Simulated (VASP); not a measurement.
Wanted: the native input for a VASP 6.6.1 run.

```
Task                   : single point
Functional             : r2SCAN
Potentials or basis    : VASP PAW PBE potentials, release 64 (Si)
Cutoff                 : 520 eV
k mesh                 : 13 × 13 × 7
Occupations            : fermi-dirac, width 0.1 eV
Spin                   : no spin polarisation
Dipole correction      : no
Further INCAR settings : ALGO = Normal; EDIFF = 1e-06; NBANDS = 11
```

The system is Si.

```
Si
1.0
     2.62525    0.00000    0.00000
    -1.31263    2.27353    0.00000
     0.00000    0.00000    4.59822
Si
2
Direct
  0.33333 0.66667 0.25000
  0.66667 0.33333 0.75000
```

The input as run:

POSCAR

```
Si
1.0
    2.6252514144      0.0000000000      0.0000000000
   -1.3126257072      2.2735344162      0.0000000000
    0.0000000000      0.0000000000      4.5982227978
Si
2
Direct
    0.3333333333      0.6666666667      0.2500000000
    0.6666666667      0.3333333333      0.7500000000
```

INCAR.step1

```
SYSTEM = Si
ALGO = Normal
EDIFF = 1E-4
ENCUT = 520
GGA = PE
ISMEAR = -1
LASPH = .TRUE.
LCHARG = .FALSE.
LREAL = .FALSE.
LWAVE = .TRUE.
NBANDS = 11
NELM = 80
PREC = Accurate
SIGMA = 0.1
```

INCAR.step2

```
SYSTEM = Si
ALGO = Normal
EDIFF = 1E-6
ENCUT = 520
ISIF = 2
ISMEAR = -1
ISTART = 1
LASPH = .TRUE.
LCHARG = .TRUE.
LELF = .TRUE.
LMIXTAU = .TRUE.
LREAL = .FALSE.
LVHAR = .TRUE.
LWAVE = .FALSE.
METAGGA = R2SCAN
NBANDS = 11
NELM = 80
PREC = Accurate
SIGMA = 0.1
```

KPOINTS

```
k-points
0
G
  13 13 7
  0 0 0
```

Potentials or basis: VASP PAW PBE potentials, release 64 (Si).

Command:

```console
$ cat potpaw_PBE.64/Si/POTCAR > POTCAR
$ cp INCAR.step1 INCAR
$ mpirun -np 1 vasp_std > vasp.out
$ cp INCAR.step2 INCAR
$ mpirun -np 1 vasp_std > vasp.out
```

It gave:

```yaml
Pressure: 0.0 GPa
Band_gap_on_the_k_mesh: zero (band 4 reaches 21.44 eV, above the bottom of band 5 at 7.83 eV)
```

Caveat: the PAW data sets were made with another functional, which shifts forces and pressure a little.

Run time: 32 s on 1 thread of Intel(R) Xeon(R) 6975P-C (Granite Rapids) (shared host), peak memory 0.14 GiB.
